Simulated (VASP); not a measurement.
# MoS2 (Pm) in VASP: a series of runs, part 2 of 2

VASP 6.6.1. Earlier steps stand in the parts before.

### Step 3. Single point, PBEsol (atom 1 (Mo) moved +0.062 Å towards its neighbour atom 1 (Mo) at 3.141 Å)

Contents of INCAR:

```
SYSTEM = MoS2
PREC = Accurate
ENCUT = 520
EDIFF = 1E-7
ISMEAR = 0
SIGMA = 0.05
LREAL = .FALSE.
LASPH = .TRUE.
NELM = 100
ALGO = Normal
ISIF = 2
LWAVE = .FALSE.
LCHARG = .TRUE.
GGA = PS
LELF = .TRUE.
LVHAR = .TRUE.
NBANDS = 35
```

Contents of KPOINTS:

```
regular mesh
0
G
  12 12 2
  0 0 0
```

Contents of POSCAR:

```
MoS2
1.0
    3.1414322073      0.0000000000      0.0000000000
   -1.5707161036      2.7205600958      0.0000000000
    0.0000000000      0.0000000000     12.5788196111
Mo S
2 4
Direct
    0.3134379494      0.6467712827      0.2500000000
    0.6666666667      0.3333333333      0.7500000000
    0.3333333333      0.6666666667      0.6260538431
    0.6666666667      0.3333333333      0.1260538431
    0.3333333333      0.6666666667      0.8739461569
    0.6666666667      0.3333333333      0.3739461569
```

Potentials or basis: VASP PAW PBE potentials, release 64 (Mo_sv, S).

Command:

```
cat potpaw_PBE.64/Mo_sv/POTCAR potpaw_PBE.64/S/POTCAR > POTCAR
mpirun -np 1 vasp_std > vasp.out
```

Run time: 6.4 min. Hardware: 1 thread of Intel Xeon Platinum 8124M at 3.00GHz (Skylake/Cascade Lake), shared host; peak memory 0.53 GiB.

It converged, with:

| Property | Result |
| --- | --- |
| Free energy | -46.8649 eV |
| Pressure | 0.1 GPa |
| Largest force | 1.304 eV/Å |
| Band gap on the k mesh | 0.97 eV (least direct gap 1.74 eV) |

Forces in eV/Å, atoms in the order of the input:
```
Mo   0.668  1.120  0.000
Mo  -0.001 -0.001  0.000
S   -0.001 -0.001  0.000
S   -0.332 -0.558 -0.047
S   -0.001 -0.001  0.000
S   -0.332 -0.558  0.047
```

Stress tensor (GPa, compression positive):
```
 0.64  0.31  0.00
 0.31 -0.48  0.00
 0.00  0.00  0.19
```

Levels at points of the mesh, in eV from the valence-band top:
| k point | band 24 | band 25 | band 26 | band 27 | band 28 | band 29 |
| --- | --- | --- | --- | --- | --- | --- |
| (0.00, 0.00, 0.00) | -1.30 | -1.13 | 0.00 | 1.97 | 2.30 | 2.30 |
| (0.50, 0.00, 0.00) | -1.45 | -1.30 | -1.23 | 1.77 | 1.83 | 2.20 |
| (0.00, 0.50, 0.00) | -1.43 | -1.28 | -1.11 | 1.82 | 1.87 | 2.20 |
| (0.50, 0.50, 0.00) | -1.46 | -1.28 | -1.09 | 1.80 | 1.84 | 2.20 |
| (0.00, 0.00, 0.50) | -1.75 | -0.29 | -0.29 | 1.97 | 2.29 | 2.30 |
| (0.50, 0.00, 0.50) | -1.48 | -1.27 | -1.26 | 1.77 | 1.82 | 2.33 |
| (0.00, 0.50, 0.50) | -1.48 | -1.27 | -1.12 | 1.82 | 1.87 | 2.33 |
| (0.50, 0.50, 0.50) | -1.48 | -1.26 | -1.10 | 1.82 | 1.82 | 2.33 |

Caveat: the cell differs from its parent crystal (atom 1 (Mo) moved +0.062 Å towards its neighbour atom 1 (Mo) at 3.141 Å); the PAW data sets were made with another functional, which shifts forces and pressure a little; this functional lacks dispersion, which binds the layers, so the pressure and a relaxed spacing across them are unreliable.

### Step 4. Single point, PBEsol (atom 1 (Mo) moved +0.037 Å towards its neighbour atom 1 (Mo) at 3.141 Å)

Contents of INCAR:

```
SYSTEM = MoS2
ALGO = Normal
EDIFF = 1E-7
ENCUT = 520
GGA = PS
ISIF = 2
ISMEAR = 0
LASPH = .TRUE.
LCHARG = .FALSE.
LREAL = .FALSE.
LWAVE = .FALSE.
NBANDS = 35
NELM = 80
PREC = Accurate
SIGMA = 0.05
```

Contents of KPOINTS:

```
k-points
0
G
  12 12 2
  0 0 0
```

POSCAR: that of step 3 with these lines changed.

```diff
@@ -8,3 +8,3 @@
 Direct
-    0.3134379494      0.6467712827      0.2500000000
+    0.3213961029      0.6547294363      0.2500000000
     0.6666666667      0.3333333333      0.7500000000
```

Command:

```
cat potpaw_PBE.64/Mo_sv/POTCAR potpaw_PBE.64/S/POTCAR > POTCAR
mpirun -np 1 vasp_std > vasp.out
```

Run time: 8.6 min. Hardware: 1 thread of Intel Xeon 8259CL, shared host; peak memory 0.53 GiB.

It converged, with:

| Quantity | Value |
| --- | --- |
| Free energy | -46.8910 eV |
| Pressure | 0.0 GPa |
| Largest force | 0.784 eV/Å |
| Band gap on the k mesh | 0.98 eV (least direct gap 1.74 eV) |

Forces on the atoms (eV/Å):
```
Mo   0.398  0.675  0.000
Mo   0.000 -0.001  0.000
S   -0.001 -0.001  0.000
S   -0.198 -0.336 -0.017
S   -0.001 -0.001  0.000
S   -0.198 -0.336  0.017
```

Stress tensor (GPa, compression positive):
```
 0.36  0.19  0.00
 0.19 -0.31  0.00
 0.00  0.00  0.05
```

Levels at points of the mesh, in eV from the valence-band top:
```csv
k point,band 24,band 25,band 26,band 27,band 28,band 29
"(0.00, 0.00, 0.00)",-1.31,-1.13,0.00,2.10,2.30,2.30
"(0.50, 0.00, 0.00)",-1.42,-1.32,-1.24,1.79,1.83,2.19
"(0.00, 0.50, 0.00)",-1.42,-1.29,-1.17,1.81,1.86,2.20
"(0.50, 0.50, 0.00)",-1.44,-1.29,-1.17,1.80,1.84,2.20
"(0.00, 0.00, 0.50)",-1.87,-0.29,-0.29,2.10,2.30,2.30
"(0.50, 0.00, 0.50)",-1.48,-1.29,-1.27,1.79,1.82,2.33
"(0.00, 0.50, 0.50)",-1.48,-1.27,-1.19,1.82,1.85,2.33
"(0.50, 0.50, 0.50)",-1.48,-1.27,-1.19,1.82,1.82,2.33
```

Caveat: the cell differs from its parent crystal (atom 1 (Mo) moved +0.037 Å towards its neighbour atom 1 (Mo) at 3.141 Å); the PAW data sets were made with another functional, which shifts forces and pressure a little; this functional lacks dispersion, which binds the layers, so the pressure and a relaxed spacing across them are unreliable. A k mesh can miss the band edges.

### Step 5. Overview

| cell | gap on the mesh (eV) | pressure (GPa) | largest force (eV/Å) |
| --- | --- | --- | --- |
| as given, atomic positions A | 0.96 | 0.1 | 1.56 |
| as given, atomic positions B | 0.97 | 0.1 | 1.30 |
| as given, atomic positions C | 0.98 | 0.0 | 0.78 |

Alike in all rows: task single point; level PBEsol; potentials or basis VASP PAW PBE potentials, release 64 (Mo_sv, S); no spin polarisation; k mesh 12 × 12 × 2; cutoff (eV) 520; smearing gaussian 0.05 eV.

Caveats: the PAW data sets were made with another functional, which shifts forces and pressure a little; this functional lacks dispersion, which binds the layers, so the pressure and a relaxed spacing across them are unreliable.

Total energies depend on the potentials used, so only differences within one code and one set of settings carry meaning.
